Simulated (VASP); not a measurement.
Write the native input for VASP 6.6.1 that does the following.

```yaml
Task: single point
Functional: PBEsol
Dispersion: D3(BJ)
Potentials_or_basis: VASP PAW PBE potentials, release 64 (Pb_d, S)
Cutoff: 520 eV
k_mesh: 8 × 8 × 8
Occupations: fermi-dirac, width 0.05 eV
Spin: no spin polarisation
Dipole_correction: no
Further_INCAR_settings: ALGO = Normal; EDIFF = 1e-07; NBANDS = 17
```

The structure of PbS (Galena) lies in POSCAR:

```
PbS
1.0
    0.0000000000      2.9657500000      2.9657500000
    2.9657500000      0.0000000000      2.9657500000
    2.9657500000      2.9657500000      0.0000000000
Pb S
1 1
Direct
    0.0000000000      0.0000000000      0.0000000000
    0.5000000000      0.5000000000      0.5000000000
```

One way to write it, as run:

INCAR

```
PREC     = Accurate       # precision mode
ENCUT    = 520            # plane-wave cutoff, eV
EDIFF    = 1E-7           # SCF threshold, eV
ISMEAR   = -1             # smearing method
SIGMA    = 0.05           # smearing width, eV
LREAL    = F              # projectors in reciprocal space
LASPH    = T              # aspherical terms in the spheres
NELM     = 100            # most SCF steps
ALGO     = Normal         # electronic algorithm
ISIF     = 2              # what is computed and relaxed
LWAVE    = F              # write WAVECAR
LCHARG   = F              # write CHGCAR
GGA      = PS             # functional
IVDW     = 12             # dispersion correction
NBANDS   = 17             # bands
```

KPOINTS

```
Automatic mesh
0
Gamma
  8 8 8
```

Potentials or basis: VASP PAW PBE potentials, release 64 (Pb_d, S).

Run with:

```console
$ cat potpaw_PBE.64/Pb_d/POTCAR potpaw_PBE.64/S/POTCAR > POTCAR
$ mpirun -np 1 vasp_std > vasp.out
```

Results of the run:

| Property | Result |
| --- | --- |
| Pressure | -3.0 GPa |
| Band gap on the k mesh | 0.26 eV, direct |
| Dispersion energy per atom | -0.329 eV |

Caveat: three body term missing; the PAW data sets were made with another functional, which shifts forces and pressure a little; spin-orbit coupling is left out, which moves the levels of the heavy elements.

It took 18 s on 1 thread of Intel(R) Xeon(R) Platinum 8488C (Sapphire Rapids), with other jobs on the host, peak memory 0.19 GiB.
